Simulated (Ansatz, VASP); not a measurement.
## InH: VASP beside Ansatz

The input INCAR:

```
SYSTEM = InH
PREC     = Accurate       ! precision mode
ENCUT    = 600            ! plane-wave cutoff, eV
EDIFF    = 1E-7           ! SCF threshold, eV
ISMEAR   = 0              ! smearing method
SIGMA    = 0.1            ! smearing width, eV
LREAL    = .False.        ! projectors in reciprocal space
LASPH    = .True.         ! aspherical terms in the spheres
NELM     = 60             ! most SCF steps
ALGO     = Normal         ! electronic algorithm
ISIF     = 3              ! what is computed and relaxed
LWAVE    = .False.        ! write WAVECAR
LCHARG   = .False.        ! write CHGCAR
GGA      = PE             ! functional
IBRION   = 2              ! ionic algorithm
NSW      = 100            ! ionic steps
EDIFFG   = -0.01          ! ionic threshold
```

File KPOINTS:

```
regular mesh
0
Gamma
  18 18 18
  0 0 0
```

File POSCAR:

```
InH
1.0
    3.2241252700      0.0000000000      0.0000000000
    0.0000000000      3.2241252700      0.0000000000
    0.0000000000      0.0000000000      3.2241252700
In H
1 1
Direct
    0.5000000000      0.5000000000      0.5000000000
    0.0000000000      0.0000000000      0.0000000000
```

Input for Ansatz:

```yaml
crystal:
  lattice:
    - [3.22412527, 0.0, 0.0]
    - [0.0, 3.22412527, 0.0]
    - [0.0, 0.0, 3.22412527]
  atoms:
    - { symbol: In, position: [0.5, 0.5, 0.5] }
    - { symbol: H, position: [0.0, 0.0, 0.0] }
basis:
  ecutwfc: 420
kpoints:
  mp_grid: { grid: [18, 18, 18] }
hamiltonian:
  xc: pbe
scf:
  occupations: { method: gaussian, width: 0.1 }
output:
  forces: true
  stress: true
  eigenvalues: true
relax:
  adjacent_minimum: "off"
  f_tol: 0.01
  max_steps: 80
  cell: { stress_tol: 0.05 }
```

Change from the starting cell: species swapped into the BePd type (Pm-3m, No. 221).

Alike in both runs: task relaxation of cell and atoms; functional PBE; k mesh 18 × 18 × 18; occupations gaussian, width 0.1 eV; no spin polarisation.

|  | VASP | Ansatz |
| --- | --- | --- |
| version | VASP 6.6.1 | Ansatz 0.2.0 |
| potentials or method | VASP PAW PBE potentials, release 64 (In_d, H), cutoff 600 eV | scalar-relativistic, plane waves, PAW |
| valence electrons in the cell | 14 | 14 |

Ansatz gave:

```
gap on the k mesh at the Fermi level, each at its own relaxed structure (eV) : none
relaxed volume (Å³/atom)                                                     : 16.12
relaxed cell length with the largest relative difference (Å)                 : 3.183
```

Which values does VASP return?

gap on the k mesh at the Fermi level, each at its own relaxed structure (eV): none; relaxed volume (Å³/atom): 16.16; relaxed cell length with the largest relative difference (Å): 3.185.

A gap of «none» marks a metal or a gap that the smearing closes.
